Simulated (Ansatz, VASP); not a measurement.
# PbO: VASP beside Ansatz

The input INCAR:

```
SYSTEM = PbO
PREC     = Accurate       ! precision mode
ENCUT    = 520            ! plane-wave cutoff, eV
EDIFF    = 1E-6           ! SCF threshold, eV
ISMEAR   = -1             ! smearing method
SIGMA    = 0.03           ! smearing width, eV
LREAL    = .FALSE.        ! projectors in reciprocal space
LASPH    = .TRUE.         ! aspherical terms in the spheres
NELM     = 80             ! most SCF steps
ALGO     = Normal         ! electronic algorithm
ISIF     = 2              ! what is computed and relaxed
LWAVE    = .FALSE.        ! write WAVECAR
LCHARG   = .FALSE.        ! write CHGCAR
GGA      = CA             ! functional
NBANDS   = 28             ! bands
```

File KPOINTS:

```
regular mesh
0
G
  7 7 6
  0 0 0
```

The input POSCAR:

```
PbO
1.0
    3.9744000000      0.0000000000      0.0000000000
    0.0000000000      3.9744000000      0.0000000000
    0.0000000000      0.0000000000      4.9215600000
Pb O
2 2
Direct
    0.0000000000      0.5000000000      0.2351000000
    0.5000000000      0.0000000000      0.7649000000
    0.0000000000      0.0000000000      0.0000000000
    0.5000000000      0.5000000000      0.0000000000
```

Input for Ansatz:

```yaml
crystal:
  lattice:
    - [3.9744, 0.0, 0.0]
    - [0.0, 3.9744, 0.0]
    - [0.0, 0.0, 4.92156]
  atoms:
    - { symbol: Pb, position: [0.0, 0.5, 0.2351] }
    - { symbol: Pb, position: [0.5, 0.0, 0.7649] }
    - { symbol: O, position: [0.0, 0.0, 0.0] }
    - { symbol: O, position: [0.5, 0.5, 0.0] }
kpoints:
  mp_grid: { grid: [7, 7, 6] }
  band_path:
    path:
      - [0.0, 0.0, 0.0]
      - [0.0, 0.5, 0.0]
      - [0.5, 0.5, 0.0]
      - [0.0, 0.0, 0.0]
      - [0.0, 0.0, 0.5]
      - [0.0, 0.5, 0.5]
      - [0.5, 0.5, 0.5]
      - [0.0, 0.0, 0.5]
      - [0.0, 0.5, 0.0]
    npoints: 5
scf:
  occupations: { method: fermi_dirac, width: 0.03 }
hamiltonian:
  xc: lda
  pseudopotentials: { kind: all_electron, lapw: { basis_error: 0.001 } }
output:
  forces: true
  stress: true
  eigenvalues: true
```

Change from the starting cell: zz strain of -2 %.

Alike in both runs: task single point; functional LDA; k mesh 7 × 7 × 6; occupations fermi-dirac, width 0.03 eV; no spin polarisation.

|  | VASP | Ansatz |
| --- | --- | --- |
| version | VASP 6.6.1 | Ansatz 0.2.0 |
| potentials or method | VASP PAW LDA potentials, release 64 (Pb_d, O), cutoff 520 eV | all-electron LAPW, scalar-relativistic |

VASP gave:

```
gap on the k mesh at the Fermi level (eV)                     : 1.46
pressure (GPa)                                                : -0.1
traceless stress, the component that is largest in VASP (GPa) : 0.70
rms of the force components (eV/Å)                            : 0.107
```

**Question.** What did Ansatz give for the same quantities?

**Answer.** gap on the k mesh at the Fermi level (eV): 1.48; pressure (GPa): -0.3; traceless stress, the component that is largest in VASP (GPa): 0.70; rms of the force components (eV/Å): 0.078.

LDA's correlation is that of Perdew and Zunger in VASP and of Perdew and Wang (1992) in Ansatz. Atom by atom the forces differ by 0.029 eV/Å (rms over components). Ansatz ran all-electron here, and VASP with PAW potentials.

Neither program's run includes spin-orbit coupling.
